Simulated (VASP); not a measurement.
# Pt (P6_3/mmc) in VASP: notebook

Pt is run at these levels: LDA, r2SCAN; tasks: single point.

Everything below comes from runs of VASP 6.6.1. Logs are shortened: lines on timing, memory, paths and dates and some standing lists are left out, and cuts for length are marked.

## Step 1: The cell of the first run

It takes space group P6_3/mmc (No. 194, hexagonal). Conventional cell: a = 2.779 Å, b = 2.779 Å, c = 4.824 Å, α = 90.00°, β = 90.00°, γ = 120.00°. Within 3.7 Å of Pt (site symmetry -6m2) lie 12 Pt at 2.78 to 2.90 Å.

## Step 2: Single point, LDA

INCAR reads:

```
SYSTEM = Pt
ALGO = Normal ; EDIFF = 1E-6
ENCUT = 520 ; ISIF = 2
ISMEAR = -1 ; LASPH = .True.
LCHARG = .False. ; LREAL = .False.
LWAVE = .False. ; NBANDS = 17
NELM = 60 ; PREC = Accurate
SIGMA = 0.05
```

KPOINTS reads:

```
k-points
0
Gamma
  11 11 6
  0 0 0
```

POSCAR reads:

```
Pt
1.0
    2.7789487024      0.0000000000      0.0000000000
   -1.3894743512      2.4066401720      0.0000000000
    0.0000000000      0.0000000000      4.8238709117
Pt
2
Direct
    0.3333333333      0.6666666667      0.2500000000
    0.6666666667      0.3333333333      0.7500000000
```

Potentials or basis: VASP PAW LDA potentials, release 64 (Pt).

Started as:

```bash
> cat potpaw_LDA.64/Pt/POTCAR > POTCAR
> mpirun -np 1 vasp_std > vasp.out
```

OUTCAR:

```text
SYSTEM = Pt
   EDIFF = 1E-6
   ENCUT = 520
   ISIF = 2
   ISMEAR = -1
   LASPH = .True.
   LREAL = .False.
   NELM = 60
   PREC = Accurate

 ion  position               nearest neighbor table
   1  0.333  0.667  0.250-   2 2.90   2 2.90   2 2.90   2 2.90   2 2.90   2 2.90
   2  0.667  0.333  0.750-   1 2.90   1 2.90   1 2.90   1 2.90   1 2.90   1 2.90

  LATTYP: Found a hexagonal cell.
 ALAT       =     2.7789487024
 C/A-ratio  =     1.7358618054

  Lattice vectors:

 A1 = (   2.7789487024,   0.0000000000,   0.0000000000)
 A2 = (  -1.3894743512,   2.4066401720,   0.0000000000)
 A3 = (   0.0000000000,   0.0000000000,   4.8238709117)

Analysis of symmetry for initial positions (statically):
=====================================================================
 Subroutine PRICEL returns:
 Original cell was already a primitive cell.

 Routine SETGRP: Setting up the symmetry group for a
 hexagonal supercell.

 Subroutine GETGRP returns: Found 24 space group operations
 (whereof 12 operations were pure point group operations)
 out of a pool of 24 trial point group operations.

The static configuration has the point symmetry D_3d.
 The point group associated with its full space group is D_6h.

Analysis of symmetry for dynamics (positions and initial velocities):
=====================================================================
 Subroutine PRICEL returns:
 Original cell was already a primitive cell.

 Routine SETGRP: Setting up the symmetry group for a
 hexagonal supercell.

 Subroutine GETGRP returns: Found 24 space group operations
 (whereof 12 operations were pure point group operations)
 out of a pool of 24 trial point group operations.

The dynamic configuration has the point symmetry D_3d.
 The point group associated with its full space group is D_6h.

 Subroutine INISYM returns: Found 24 space group operations
 (whereof 12 operations are pure point group operations),
 and found     1 'primitive' translations

----------------------------------------------------------------------------------------

                                     Primitive cell

  volume of cell :      32.2617

  direct lattice vectors                    reciprocal lattice vectors
     2.778948702  0.000000000  0.000000000     0.359848312  0.207758520  0.000000000
    -1.389474351  2.406640172  0.000000000     0.000000000  0.415517040  0.000000000
     0.000000000  0.000000000  4.823870912     0.000000000  0.000000000  0.207302396
[... 76 lines left out ...]
   ISTART =      0    job   : 0-new  1-cont  2-samecut
   ICHARG =      2    charge: 1-file 2-atom 10-const
   ISPIN  =      1    spin polarized calculation?
   LNONCOLLINEAR =      F non collinear calculations
   LSORBIT =      F    spin-orbit coupling
   LASPH  =      T    aspherical Exc in radial PAW
   ENCUT  =  520.0 eV  38.22 Ry    6.18 a.u.   5.17  5.17  8.97*2*pi/ulx,y,z
   NELM   =     60;   NELMIN=  2; NELMDL= -5     # of ELM steps
   EDIFF  = 0.1E-05   stopping-criterion for ELM
   LREAL  =      F    real-space projection
   EDIFFG = 0.1E-04   stopping-criterion for IOM
   NSW    =      0    number of steps for IOM
   IBRION =     -1    ionic relax: 0-MD 1-quasi-New 2-CG
   NFREE  =      0    steps in history (QN), initial steepest desc. (CG)
   ISIF   =      2    stress and relaxation
   ISYM   =      2    0-nonsym 1-usesym 2-fastsym
   POTIM  = 0.5000    time-step for ionic-motion
   TEBEG  =    0.0;   TEEND  =   0.0 temperature during run
   PSTRESS=    0.0 pullay stress
   NELECT =      20.0000    total number of electrons
   NUPDOWN=      -1.0000    fix difference up-down
   EMIN   =  10.00;   EMAX   =-10.00  energy-range for DOS
   EFERMI =   0.00;   METHOD = LEGACY
   ISMEAR =    -1;   SIGMA  =   0.05  broadening in eV -4-tet -1-fermi 0-gaus
   EFERMI_NEDOS =   21; number of points for ismear=-14 and -15
   IALGO  =     38    algorithm
   IMIX   =      4    mixing-type and parameters
     AMIX     =   0.40;   BMIX     =  1.00
     AMIX_MAG =   1.60;   BMIX_MAG =  1.00
  volume/ion in A,a.u.               =      16.13       108.86
  Fermi-wavevector in a.u.,A,eV,Ry     =   1.395904  2.637877 26.511624  1.948549
  Thomas-Fermi vector in A             =   2.519311
   LORBIT       =      0    0 simple, 1 ext, 2 COOP (PROOUT), +10 PAW based schemes
   GGA     = CA    functional components
   LHFCALC =     F    Hartree Fock is set to
   AEXX    =    0.0000 exact exchange contribution
   IVDW    =     0    specifies the selected vdW correction
   LEPSILON=     F    determine dielectric tensor
   LRPA    =     F    only Hartree local field effects (RPA)
 non-spin polarized calculation
  energy-cutoff  :      520.00
  volume of cell :       32.26
 maximum number of plane-waves:       893
 NGX is ok and might be reduce to    24
   NGX = 11   NGY = 11   NGZ = 17

 number of electron      20.0000002 magnetization

 Free energy of the ion-electron system (eV)
  ---------------------------------------------------
  ext. energy  EPLUGINS =         0.00000000
  ---------------------------------------------------
  free energy    TOTEN  =       -14.72655543 eV

  energy without entropy =      -14.68866539  energy(sigma->0) =      -14.70761041

 E-fermi :   9.8472     XC(G=0): -13.2947

 val. band max:        9.8459452910   @ k =   0.2727   0.2727   0.5000
 cond. band min:       9.8472364629   @ k =   0.2727   0.0000   0.0000
 fundamental gap:      0.0012911719
 Fermi energy:         9.8472195925

 k-point     1 :       0.0000    0.0000    0.0000
  band No.  band energies     occupation
      1       0.3561      2.00000
      2       2.9717      2.00000
      3       6.0196      2.00000
      4       6.5333      2.00000
      5       6.5333      2.00000
      6       6.8851      2.00000
[... 457 lines left out ...]
      4       5.6418      2.00000
      5       6.1992      2.00000
      6       6.7490      2.00000
[... 9 lines left out ...]
     16      26.2792      0.00000
     17      27.1816      0.00000

 [... further k-points ...]
[... 5 lines left out ...]
  --------------------------------------------------------------------------------------
  -------------------------------------------------------------------------------------
  Total       -3.8395220     -3.8395220     -3.8430965      0.0000000      0.0000000      0.0000000
  in kB     -190.6779070   -190.6779070   -190.8554219      0.0000000      0.0000000      0.0000000
  external PRESSURE =    -190.7370786 kB  Pullay stress =       0.0000000 kB

 VOLUME and BASIS-vectors are now :
 -----------------------------------------------------------------------------
  energy-cutoff  :      520.00
  volume of cell :       32.26
      direct lattice vectors                 reciprocal lattice vectors
     2.778948702  0.000000000  0.000000000     0.359848312  0.207758520  0.000000000
    -1.389474351  2.406640172  0.000000000     0.000000000  0.415517040  0.000000000
     0.000000000  0.000000000  4.823870912     0.000000000  0.000000000  0.207302396

 POSITION                                       TOTAL-FORCE (eV/Angst)
 -----------------------------------------------------------------------------------
     -0.00000      1.60443      1.20597         0.000000      0.000000      0.000000
      1.38947      0.80221      3.61790        -0.000000     -0.000000      0.000000
 -----------------------------------------------------------------------------------
    total drift:                               -0.000000      0.000000     -0.000000

  FREE ENERGIE OF THE ION-ELECTRON SYSTEM (eV)
  ---------------------------------------------------
  free  energy   TOTEN  =       -14.7265554284 eV

  energy  without entropy=      -14.6886653919  energy(sigma->0) =      -14.70761041
```

stdout:

```text
POSCAR found type information on POSCAR Pt
 POSCAR found :  1 types and       2 ions
 scaLAPACK will be used
 LDA part: xc-table for (Slater(with rela. corr.)+CA(PZ))
 , standard interpolation
 POSCAR, INCAR and KPOINTS ok, starting setup
 FFT: planning ... GRIDC
 FFT: planning ... GRID_SOFT
 FFT: planning ... GRID
 WAVECAR not read
 entering main loop
```

Run time: 10 s. Hardware: 1 thread of Intel Xeon 6975P-C (Granite Rapids), shared host; peak memory 0.15 GiB.

Results:

```
Free energy            : -14.7266 eV
Pressure               : -19.1 GPa
Band gap on the k mesh : zero (band 10 reaches 10.23 eV, above the bottom of band 11 at 9.09 eV)
```

Caveat: spin-orbit coupling is left out, which moves the levels of the heavy elements.

## Step 3: Single point, LDA

This run uses another cell than the first one, of 16.45 Å³/atom, 1.020 times its volume.

INCAR reads:

```
PREC     = Accurate       # precision mode
ENCUT    = 520            # plane-wave cutoff, eV
EDIFF    = 1E-7           # SCF threshold, eV
ISMEAR   = -1             # smearing method
SIGMA    = 0.05           # smearing width, eV
LREAL    = False          # projectors in reciprocal space
LASPH    = True           # aspherical terms in the spheres
NELM     = 100            # most SCF steps
ALGO     = Normal         # electronic algorithm
ISIF     = 2              # what is computed and relaxed
LWAVE    = False          # write WAVECAR
LCHARG   = False          # write CHGCAR
GGA      = CA             # functional
NBANDS   = 17             # bands
```

KPOINTS reads:

```
Automatic mesh
0
Gamma
  11 11 6
```

POSCAR reads:

```
Pt
1.0
    2.7969943295      0.0000000000      0.0000000000
   -1.3984971647      2.4222681435      0.0000000000
    0.0000000000      0.0000000000      4.8551956265
Pt
2
Direct
    0.3333333333      0.6666666667      0.2500000000
    0.6666666667      0.3333333333      0.7500000000
```

Potentials or basis: VASP PAW LDA potentials, release 64 (Pt).

Started as:

```bash
> cat potpaw_LDA.64/Pt/POTCAR > POTCAR
> mpirun -np 1 vasp_std > vasp.out
```

Wall time 10 s (1 thread of Intel Xeon 6975P-C (Granite Rapids), shared host); peak memory 0.15 GiB.

Results (log left out):

| Property | Result |
| --- | --- |
| Free energy | -14.6448 eV |
| Pressure | -22.6 GPa |
| Band gap on the k mesh | zero (band 10 reaches 9.86 eV, above the bottom of band 11 at 8.77 eV) |

Stress tensor (GPa, compression positive):
```
-22.76   0.00   0.00
  0.00 -22.76   0.00
  0.00   0.00 -22.13
```

Levels at points of the mesh, in eV from the Fermi level:
```
           k point  band 8  band 9  band 10  band 11  band 12  band 13
(0.00, 0.00, 0.00)   -1.67   -1.67    -0.54    -0.19    -0.19     4.41
(0.00, 0.00, 0.50)   -3.20   -0.73    -0.73    -0.73    -0.73    11.62
```

Caveat: spin-orbit coupling is left out, which moves the levels of the heavy elements.

## Step 4: Single point, r2SCAN

This run uses another cell than the first one, of 14.87 Å³/atom, 0.922 times its volume.

POSCAR reads:

```
Pt
1.0
    2.7043096880      0.0000000000      0.0000000000
   -1.3521548440      2.3420008895      0.0000000000
    0.0000000000      0.0000000000      4.6943078975
Pt
2
Direct
    0.3333333333      0.6666666667      0.2500000000
    0.6666666667      0.3333333333      0.7500000000
```

INCAR.step1 reads:

```
PREC = Accurate
ENCUT = 520
ISMEAR = -1
SIGMA = 0.05
LREAL = F
LASPH = T
NELM = 60
NBANDS = 17
GGA = PE
ALGO = Normal
EDIFF = 1E-4
LWAVE = T
LCHARG = F
```

INCAR.step2 reads:

```
PREC = Accurate
ENCUT = 520
EDIFF = 1E-6
ISMEAR = -1
SIGMA = 0.05
LREAL = F
LASPH = T
NELM = 60
ALGO = Normal
ISIF = 2
LWAVE = F
LCHARG = F
METAGGA = R2SCAN
LMIXTAU = T
NBANDS = 17
ISTART = 1
```

KPOINTS is that of step 3.

Potentials or basis: VASP PAW PBE potentials, release 64 (Pt).

Started as:

```bash
> cat potpaw_PBE.64/Pt/POTCAR > POTCAR
> cp INCAR.step1 INCAR
> mpirun -np 1 vasp_std > vasp.out
> cp INCAR.step2 INCAR
> mpirun -np 1 vasp_std > vasp.out
```

It took 46 s on 1 thread of Intel Xeon 6975P-C (Granite Rapids), shared host; peak memory 0.16 GiB.

It converged, with:

```
Free energy            : -102.8390 eV
Pressure               : 11.6 GPa
Band gap on the k mesh : zero (band 10 reaches 11.74 eV, above the bottom of band 11 at 10.32 eV)
```

Stress tensor (GPa, compression positive):
```
12.50  0.00  0.00
 0.00 12.50  0.00
 0.00  0.00  9.94
```

Levels at points of the mesh, in eV from the Fermi level:
```tsv
k point	band 7	band 8	band 9	band 10	band 11	band 12	band 13	band 14
(0.00, 0.00, 0.00)	-3.48	-2.10	-2.10	-0.82	-0.30	-0.30	5.36	15.97
(0.00, 0.00, 0.50)	-3.89	-3.89	-0.95	-0.95	-0.95	-0.95	13.01	13.01
```

Caveat: the PAW data sets were made with another functional, which shifts forces and pressure a little; spin-orbit coupling is left out, which moves the levels of the heavy elements.

## Step 5: Single point, r2SCAN

This run uses another cell than the first one, of 15.18 Å³/atom, 0.941 times its volume.

POSCAR reads:

```
Pt
1.0
    2.7233547499      0.0000000000      0.0000000000
   -1.3616773750      2.3584943969      0.0000000000
    0.0000000000      0.0000000000      4.7273674930
Pt
2
Direct
    0.3333333333      0.6666666667      0.2500000000
    0.6666666667      0.3333333333      0.7500000000
```

INCAR.step1 reads:

```
SYSTEM = Pt
PREC     = Accurate       ! precision mode
ENCUT    = 520            ! plane-wave cutoff, eV
ISMEAR   = -1             ! smearing method
SIGMA    = 0.05           ! smearing width, eV
LREAL    = .False.        ! projectors in reciprocal space
LASPH    = .True.         ! aspherical terms in the spheres
NELM     = 80             ! most SCF steps
NBANDS   = 17             ! bands
GGA      = PE             ! functional
ALGO     = Normal         ! electronic algorithm
EDIFF    = 1E-4           ! SCF threshold, eV
LWAVE    = .True.         ! write WAVECAR
LCHARG   = .False.        ! write CHGCAR
```

INCAR.step2 reads:

```
SYSTEM = Pt
PREC     = Accurate       ! precision mode
ENCUT    = 520            ! plane-wave cutoff, eV
EDIFF    = 1E-6           ! SCF threshold, eV
ISMEAR   = -1             ! smearing method
SIGMA    = 0.05           ! smearing width, eV
LREAL    = .False.        ! projectors in reciprocal space
LASPH    = .True.         ! aspherical terms in the spheres
NELM     = 80             ! most SCF steps
ALGO     = Normal         ! electronic algorithm
ISIF     = 2              ! what is computed and relaxed
LWAVE    = .False.        ! write WAVECAR
LCHARG   = .False.        ! write CHGCAR
METAGGA  = R2SCAN         ! meta-GGA
LMIXTAU  = .True.       
NBANDS   = 17             ! bands
ISTART   = 1
```

KPOINTS reads:

```
regular mesh
0
Gamma
  11 11 6
  0 0 0
```

Started as:

```bash
> cat potpaw_PBE.64/Pt/POTCAR > POTCAR
> cp INCAR.step1 INCAR
> mpirun -np 1 vasp_std > vasp.out
> cp INCAR.step2 INCAR
> mpirun -np 1 vasp_std > vasp.out
```

It took 43 s on 1 thread of Intel Xeon 6975P-C (Granite Rapids), shared host; peak memory 0.16 GiB.

The run converged. Its results:

- Free energy: -102.8721 eV
- Pressure: 5.1 GPa
- Band gap on the k mesh: zero (band 10 reaches 11.31 eV, above the bottom of band 11 at 9.94 eV)

Stress tensor (GPa, compression positive):
```
5.59 0.00 0.00
0.00 5.59 0.00
0.00 0.00 4.11
```

Levels at points of the mesh, in eV from the Fermi level:
```tsv
k point	band 8	band 9	band 10	band 11	band 12	band 13
(0.00, 0.00, 0.00)	-2.03	-2.03	-0.72	-0.29	-0.29	5.21
(0.00, 0.00, 0.50)	-3.76	-0.92	-0.92	-0.92	-0.92	12.85
```

Caveat: the PAW data sets were made with another functional, which shifts forces and pressure a little; spin-orbit coupling is left out, which moves the levels of the heavy elements.

## Step 6: Overview

| level | potentials or basis | cell | gap on the mesh (eV) | pressure (GPa) |
| --- | --- | --- | --- | --- |
| LDA | VASP PAW LDA potentials, release 64 (Pt) | a = 2.779, b = 2.779, c = 4.824 Å, angles 90.0, 90.0, 120.0°, 2 atoms | none | -19.1 |
| LDA | VASP PAW LDA potentials, release 64 (Pt) | a = 2.797, b = 2.797, c = 4.855 Å, angles 90.0, 90.0, 120.0°, 2 atoms | none | -22.6 |
| r2SCAN | VASP PAW PBE potentials, release 64 (Pt) | a = 2.704, b = 2.704, c = 4.694 Å, angles 90.0, 90.0, 120.0°, 2 atoms | none | 11.6 |
| r2SCAN | VASP PAW PBE potentials, release 64 (Pt) | a = 2.723, b = 2.723, c = 4.727 Å, angles 90.0, 90.0, 120.0°, 2 atoms | none | 5.1 |

Alike in all rows: task single point; no spin polarisation; k mesh 11 × 11 × 6; cutoff (eV) 520; smearing fermi-dirac 0.05 eV.

Caveats: spin-orbit coupling is left out, which moves the levels of the heavy elements; the PAW data sets were made with another functional, which shifts forces and pressure a little (some runs).

Total energies depend on the potentials used, so only differences within one code and one set of settings carry meaning.
